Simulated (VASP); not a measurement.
# TaN in VASP: further runs

The runs below take TaN through single point, with PBE.

All numbers are computed with VASP 6.6.1; they aren't measurements. Logs are shortened: lines on timing, memory, paths and dates and some standing lists are left out, and cuts for length are marked.

## 1. The cell of the first run

The structure is tetragonal, space group P4/nmm (No. 129). The conventional cell has a = 3.123 Å, b = 3.123 Å, c = 4.416 Å, α = 90.00°, β = 90.00°, γ = 90.00°. Within 2.9 Å of Ta (site symmetry 4mm) lie 6 N at 2.17 to 2.25 Å. N (site symmetry 4mm) has 6 Ta at 2.17 to 2.25 Å within 2.9 Å.

## 2. Single point, PBE (atoms displaced along a vibrational mode)

INCAR reads:

```
SYSTEM = TaN
  PREC = Accurate
  ENCUT = 520
  EDIFF = 1E-7
  ISMEAR = 0
  SIGMA = 0.15
  LREAL = .FALSE.
  LASPH = .TRUE.
  NELM = 80
  ALGO = Normal
  ISIF = 2
  LWAVE = .FALSE.
  LCHARG = .FALSE.
  GGA = PE
  NBANDS = 24
```

KPOINTS reads:

```
Automatic mesh
0
G
  14 14 10
  0 0 0
```

POSCAR reads:

```
TaN
1.0
    0.0000000000     -2.2081122572     -2.2081122572
    0.0000000000      2.2081122572     -2.2081122572
    4.4162245144      0.0000000000      0.0000000000
Ta N
2 2
Direct
    0.5000000000      0.5000000000     -0.0068336334
    0.0000000000      0.0000000000      0.5068336334
    0.5000000000      0.5000000000      0.4845569446
    0.0000000000      0.0000000000      0.0154430554
```

Potentials or basis: VASP PAW PBE potentials, release 64 (Ta_pv, N).

On the command line:

```sh
$ cat potpaw_PBE.64/Ta_pv/POTCAR potpaw_PBE.64/N/POTCAR > POTCAR
$ mpirun -np 1 vasp_std > vasp.out
```

OUTCAR:

```text
SYSTEM = TaN
   PREC = Accurate
   ENCUT = 520
   EDIFF = 1E-7
   ISMEAR = 0
   LREAL = .FALSE.
   LASPH = .TRUE.
   NELM = 80
   ISIF = 2
   GGA = PE

 ion  position               nearest neighbor table
   1  0.500  0.500  0.993-   3 2.17   4 2.21   4 2.21   4 2.21   4 2.21   3 2.25   2 3.08   2 3.08
                             2 3.08   2 3.08   2 3.17   2 3.17   2 3.17   2 3.17
   2  0.000  0.000  0.507-   4 2.17   3 2.21   3 2.21   3 2.21   3 2.21   4 2.25   1 3.08   1 3.08
                             1 3.08   1 3.08   1 3.17   1 3.17   1 3.17   1 3.17
   3  0.500  0.500  0.485-   1 2.17   2 2.21   2 2.21   2 2.21   2 2.21   1 2.25
   4  0.000  0.000  0.015-   2 2.17   1 2.21   1 2.21   1 2.21   1 2.21   2 2.25

  LATTYP: Found a simple tetragonal cell.
 ALAT       =     3.1227423014
 C/A-ratio  =     1.4142135624

  Lattice vectors:

 A1 = (   0.0000000000,  -2.2081122572,  -2.2081122572)
 A2 = (   0.0000000000,   2.2081122572,  -2.2081122572)
 A3 = (   4.4162245144,   0.0000000000,   0.0000000000)

Analysis of symmetry for initial positions (statically):
=====================================================================
 Subroutine PRICEL returns:
 Original cell was already a primitive cell.

 Routine SETGRP: Setting up the symmetry group for a
 simple tetragonal supercell.

 Subroutine GETGRP returns: Found 16 space group operations
 (whereof  8 operations were pure point group operations)
 out of a pool of 16 trial point group operations.

The static configuration has the point symmetry C_4v.
 The point group associated with its full space group is D_4h.

Analysis of symmetry for dynamics (positions and initial velocities):
=====================================================================
 Subroutine PRICEL returns:
 Original cell was already a primitive cell.

 Routine SETGRP: Setting up the symmetry group for a
 simple tetragonal supercell.

 Subroutine GETGRP returns: Found 16 space group operations
 (whereof  8 operations were pure point group operations)
 out of a pool of 16 trial point group operations.

The dynamic configuration has the point symmetry C_4v.
 The point group associated with its full space group is D_4h.

 Subroutine INISYM returns: Found 16 space group operations
 (whereof  8 operations are pure point group operations),
 and found     1 'primitive' translations

----------------------------------------------------------------------------------------

                                     Primitive cell

  volume of cell :      43.0649

  direct lattice vectors                    reciprocal lattice vectors
     0.000000000 -2.208112257 -2.208112257     0.000000000 -0.226437763 -0.226437763
     0.000000000  2.208112257 -2.208112257     0.000000000  0.226437763 -0.226437763
     4.416224514  0.000000000  0.000000000     0.226437763  0.000000000  0.000000000

  length of vectors
     3.122742301  3.122742301  4.416224514     0.320231355  0.320231355  0.226437763

  position of ions in fractional coordinates (direct lattice)
     0.500000000  0.500000000  0.993166367
     0.000000000  0.000000000  0.506833633
     0.500000000  0.500000000  0.484556945
     0.000000000  0.000000000  0.015443055

  ion indices of the primitive-cell ions
   primitive index   ion index
                 1           1
                 2           2
                 3           3
                 4           4

----------------------------------------------------------------------------------------

 KPOINTS: Automatic mesh

Automatic generation of k-mesh.
 Grid dimensions read from file:
 generate k-points for:   14   14   10

 Generating k-lattice:

  Cartesian coordinates                     Fractional coordinates (reciprocal lattice)
     0.000000000 -0.016174126 -0.016174126     0.071428571  0.000000000  0.000000000
     0.000000000  0.016174126 -0.016174126     0.000000000  0.071428571  0.000000000
     0.022643776  0.000000000  0.000000000     0.000000000  0.000000000  0.100000000

  Length of vectors
     0.022873668  0.022873668  0.022643776

  Shift w.r.t. Gamma in fractional coordinates (k-lattice)
     0.000000000  0.000000000  0.000000000

 Subroutine IBZKPT returns following result:
 ===========================================

 Found    216 irreducible k-points:

 Following reciprocal coordinates:
            Coordinates               Weight
  0.000000  0.000000  0.000000      1.000000
  0.071429  0.000000  0.000000      4.000000
  0.142857  0.000000  0.000000      4.000000
  0.214286  0.000000  0.000000      4.000000
  0.285714  0.000000  0.000000      4.000000
  0.357143  0.000000  0.000000      4.000000
[... 16 lines left out ...]
  0.285714  0.214286  0.000000      8.000000
  0.357143  0.214286  0.000000      8.000000
 [... further k-points ...]
   k-points           NKPTS =    216   k-points in BZ     NKDIM =    216   number of bands    NBANDS=     24
   number of dos      NEDOS =    301   number of ions     NIONS =      4
   total plane-waves  NPLWV =  20736
   dimension x,y,z NGX =    24 NGY =   24 NGZ =   36
   dimension x,y,z NGXF=    48 NGYF=   48 NGZF=   72
   ions per type =               2   2
   NGX,Y,Z   is equivalent  to a cutoff of  12.78, 12.78, 13.55 a.u.
   NGXF,Y,Z  is equivalent  to a cutoff of  25.55, 25.55, 27.10 a.u.
 SYSTEM =  TaN
   PREC   = accura    normal or accurate (medium, high low for compatibility)
   ISTART =      0    job   : 0-new  1-cont  2-samecut
   ICHARG =      2    charge: 1-file 2-atom 10-const
   ISPIN  =      1    spin polarized calculation?
   LNONCOLLINEAR =      F non collinear calculations
   LSORBIT =      F    spin-orbit coupling
   LASPH  =      T    aspherical Exc in radial PAW
   ENCUT  =  520.0 eV  38.22 Ry    6.18 a.u.   5.81  5.81  8.21*2*pi/ulx,y,z
   NELM   =     80;   NELMIN=  2; NELMDL= -5     # of ELM steps
   EDIFF  = 0.1E-06   stopping-criterion for ELM
   LREAL  =      F    real-space projection
   EDIFFG = 0.1E-05   stopping-criterion for IOM
   NSW    =      0    number of steps for IOM
   IBRION =     -1    ionic relax: 0-MD 1-quasi-New 2-CG
   NFREE  =      0    steps in history (QN), initial steepest desc. (CG)
   ISIF   =      2    stress and relaxation
   ISYM   =      2    0-nonsym 1-usesym 2-fastsym
   POTIM  = 0.5000    time-step for ionic-motion
   TEBEG  =    0.0;   TEEND  =   0.0 temperature during run
   PSTRESS=    0.0 pullay stress
   NELECT =      32.0000    total number of electrons
   NUPDOWN=      -1.0000    fix difference up-down
   EMIN   =  10.00;   EMAX   =-10.00  energy-range for DOS
   EFERMI =   0.00;   METHOD = LEGACY
   ISMEAR =     0;   SIGMA  =   0.15  broadening in eV -4-tet -1-fermi 0-gaus
   EFERMI_NEDOS =   21; number of points for ismear=-14 and -15
   IALGO  =     38    algorithm
   IMIX   =      4    mixing-type and parameters
     AMIX     =   0.40;   BMIX     =  1.00
     AMIX_MAG =   1.60;   BMIX_MAG =  1.00
  volume/ion in A,a.u.               =      10.77        72.65
  Fermi-wavevector in a.u.,A,eV,Ry     =   1.482804  2.802093 29.915225  2.198707
  Thomas-Fermi vector in A             =   2.596544
   LORBIT       =      0    0 simple, 1 ext, 2 COOP (PROOUT), +10 PAW based schemes
   GGA     = PE    functional components
   LHFCALC =     F    Hartree Fock is set to
   AEXX    =    0.0000 exact exchange contribution
   IVDW    =     0    specifies the selected vdW correction
   LEPSILON=     F    determine dielectric tensor
   LRPA    =     F    only Hartree local field effects (RPA)
 non-spin polarized calculation
 Gauss-broadening in eV      SIGMA  =   0.15
  energy-cutoff  :      520.00
  volume of cell :       43.06
 maximum number of plane-waves:      1208
 NGX is ok and might be reduce to    24
   NGX = 11   NGY = 11   NGZ = 17

 number of electron      31.9999997 magnetization

 Free energy of the ion-electron system (eV)
  ---------------------------------------------------
  ext. energy  EPLUGINS =         0.00000000
  ---------------------------------------------------
  free energy    TOTEN  =       -43.70171333 eV

  energy without entropy =      -43.68277078  energy(sigma->0) =      -43.69224206

 E-fermi :   9.3371     XC(G=0): -13.3677

 val. band max:        9.3330077202   @ k =   0.4286   0.0000   0.1000
 cond. band min:       9.3447965967   @ k =   0.4286   0.2143   0.5000
 fundamental gap:      0.0117888766
 Fermi energy:         9.3371289623

 k-point     1 :       0.0000    0.0000    0.0000
  band No.  band energies     occupation
      1     -27.0902      2.00000
      2     -26.6801      2.00000
      3     -26.6801      2.00000
      4     -26.4066      2.00000
      5     -26.4066      2.00000
      6     -26.3981      2.00000
[... 16 lines left out ...]
     23      12.8790      0.00000
     24      12.8790      0.00000

 k-point     2 :       0.0714    0.0000    0.0000
  band No.  band energies     occupation
      1     -27.0800      2.00000
      2     -26.6992      2.00000
      3     -26.6741      2.00000
      4     -26.4335      2.00000
      5     -26.4073      2.00000
      6     -26.4048      2.00000
[... 16 lines left out ...]
     23      12.7852      0.00000
     24      12.7936      0.00000

 k-point     3 :       0.1429    0.0000    0.0000
  band No.  band energies     occupation
      1     -27.0502      2.00000
      2     -26.7517      2.00000
      3     -26.6567      2.00000
      4     -26.5084      2.00000
      5     -26.4250      2.00000
      6     -26.4098      2.00000
[... 16 lines left out ...]
     23      12.5437      0.00000
     24      12.6306      0.00000
[... 514 lines left out ...]
 k-point    23 :       0.2857    0.2143    0.0000
  band No.  band energies     occupation
      1     -26.9046      2.00000
      2     -26.8834      2.00000
      3     -26.7934      2.00000
      4     -26.6909      2.00000
      5     -26.5356      2.00000
      6     -26.5351      2.00000
[... 16 lines left out ...]
     23      13.3797      0.00000
     24      13.9909      0.00000

 k-point    24 :       0.3571    0.2143    0.0000
  band No.  band energies     occupation
      1     -26.9638      2.00000
      2     -26.8958      2.00000
      3     -26.8139      2.00000
      4     -26.6627      2.00000
      5     -26.5784      2.00000
      6     -26.5524      2.00000
[... 16 lines left out ...]
     23      13.1553      0.00000
     24      14.5925      0.00000

 [... further k-points ...]

------------------------ aborting loop because EDIFF is reached ----------------------------------------

  FORCE on cell =-STRESS in cart. coord.  units (eV):
  Direction    XX          YY          ZZ          XY          YZ          ZX
  --------------------------------------------------------------------------------------
  -------------------------------------------------------------------------------------
  Total        1.0249470     -0.0997976     -0.0997976      0.0000000      0.0000000      0.0000000
  in kB       38.1319110     -3.7128482     -3.7128482      0.0000000      0.0000000      0.0000000
  external PRESSURE =      10.2354048 kB  Pullay stress =       0.0000000 kB

 VOLUME and BASIS-vectors are now :
 -----------------------------------------------------------------------------
  energy-cutoff  :      520.00
  volume of cell :       43.06
      direct lattice vectors                 reciprocal lattice vectors
     0.000000000 -2.208112257 -2.208112257     0.000000000 -0.226437763 -0.226437763
     0.000000000  2.208112257 -2.208112257     0.000000000  0.226437763 -0.226437763
     4.416224514  0.000000000  0.000000000     0.226437763  0.000000000  0.000000000

 POSITION                                       TOTAL-FORCE (eV/Angst)
 -----------------------------------------------------------------------------------
      4.38605      0.00000     -2.20811        -1.024330      0.000000      0.000000
      2.23829      0.00000      0.00000         1.024330     -0.000000     -0.000000
      2.13991      0.00000     -2.20811         0.007310      0.000000      0.000000
      0.06820      0.00000      0.00000        -0.007310     -0.000000     -0.000000
 -----------------------------------------------------------------------------------
    total drift:                               -0.000000     -0.000000      0.000000

  FREE ENERGIE OF THE ION-ELECTRON SYSTEM (eV)
  ---------------------------------------------------
  free  energy   TOTEN  =       -43.7017133325 eV

  energy  without entropy=      -43.6827707824  energy(sigma->0) =      -43.69224206
```

Run time: 2.5 min. Hardware: 1 thread of Intel Xeon Platinum 8259CL at 2.50GHz (Skylake/Cascade Lake), shared host; peak memory 0.3 GiB.

What came out:

- Free energy: -43.7017 eV
- Pressure: 1.0 GPa
- Largest force: 1.024 eV/Å
- Band gap on the k mesh: zero (bands 16 and 17 overlap by 3.81 eV)

Forces in eV/Å, atoms in the order of the input:
```
Ta  -1.024  0.000  0.000
Ta   1.024  0.000  0.000
N    0.007  0.000  0.000
N   -0.007  0.000  0.000
```

Stress tensor (GPa, compression positive):
```
 3.81  0.00  0.00
 0.00 -0.37  0.00
 0.00  0.00 -0.37
```

Levels at points of the mesh, in eV from the Fermi level:
| k point | band 12 | band 13 | band 14 | band 15 | band 16 | band 17 | band 18 | band 19 | band 20 | band 21 |
| --- | --- | --- | --- | --- | --- | --- | --- | --- | --- | --- |
| (0.00, 0.00, 0.00) | -4.61 | -3.72 | -3.70 | -3.70 | -2.00 | -1.93 | -1.93 | 0.12 | 0.19 | 1.43 |
| (0.50, 0.00, 0.00) | -7.04 | -6.48 | -6.48 | 0.45 | 0.45 | 0.50 | 0.50 | 1.83 | 1.83 | 2.98 |
| (0.50, 0.50, 0.00) | -5.17 | -4.56 | -4.56 | -4.53 | -4.53 | 2.19 | 2.19 | 3.53 | 3.53 | 3.56 |
| (0.00, 0.00, 0.50) | -5.05 | -4.52 | -4.52 | -4.10 | -3.84 | 0.94 | 1.14 | 1.20 | 1.20 | 2.19 |
| (0.50, 0.00, 0.50) | -7.40 | -7.39 | -7.39 | 1.89 | 1.89 | 1.91 | 1.91 | 1.93 | 1.93 | 3.93 |
| (0.50, 0.50, 0.50) | -7.02 | -6.30 | -6.30 | -0.78 | -0.78 | 0.63 | 0.63 | 3.54 | 3.54 | 3.98 |

Caveat: the cell differs from its parent crystal (atoms displaced along a vibrational mode); spin-orbit coupling is left out, which moves the levels of the heavy elements; forces of over 1 eV/Å act on the atoms, so gaps and moduli don't describe the material at rest.

(Continued in part 2 of 2.)
